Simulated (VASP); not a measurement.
Runs of VASP 6.6.1 on Ga2SnSe3. The structure is that of space group P-6m2 (No. 187), or close to it. The cells are those of the table. 

```tsv
task	cell	k mesh	cutoff (eV)	gap on the mesh (eV)	pressure (GPa)	largest force (eV/Å)
relaxation of cell and atoms	relaxed from a = 4.592, b = 4.592, c = 7.936 Å, angles 90.0, 90.0, 120.0°, 6 atoms	6 × 6 × 2	600	none	0.0	-
single point	a = 5.144, b = 5.144, c = 8.490 Å, angles 90.0, 90.0, 120.0°, 6 atoms	12 × 12 × 6	520	none	0.0	0.02
single point	a = 5.097, b = 5.097, c = 8.647 Å, angles 90.0, 90.0, 120.0°, 6 atoms	6 × 6 × 2	520	none	(a)	0.01
single point	a = 4.592, b = 4.592, c = 7.936 Å, angles 90.0, 90.0, 120.0°, 6 atoms	6 × 6 × 2	520	none	(b)	2.09
```

Alike in all rows: level PBE; potentials or basis VASP PAW PBE potentials, release 64 (Ga_d, Sn_d, Se); no spin polarisation; smearing gaussian 0.1 eV.

**Question.** Estimate the missing entries.

**Answer.** (a) 0.2; (b) 15.3.

Caveats: some runs use coarse meshes; spin-orbit coupling is left out, which moves the levels of the heavy elements; this functional lacks dispersion, which binds the layers, so the pressure and a relaxed spacing across them are unreliable (some runs); forces of over 1 eV/Å act on the atoms, so gaps and moduli don't describe the material at rest (some runs).

A k mesh can miss the band edges, and the runs leave out spin-orbit coupling on Ga, Se, Sn.

A gap of «none» marks levels without a gap at the run's occupations.
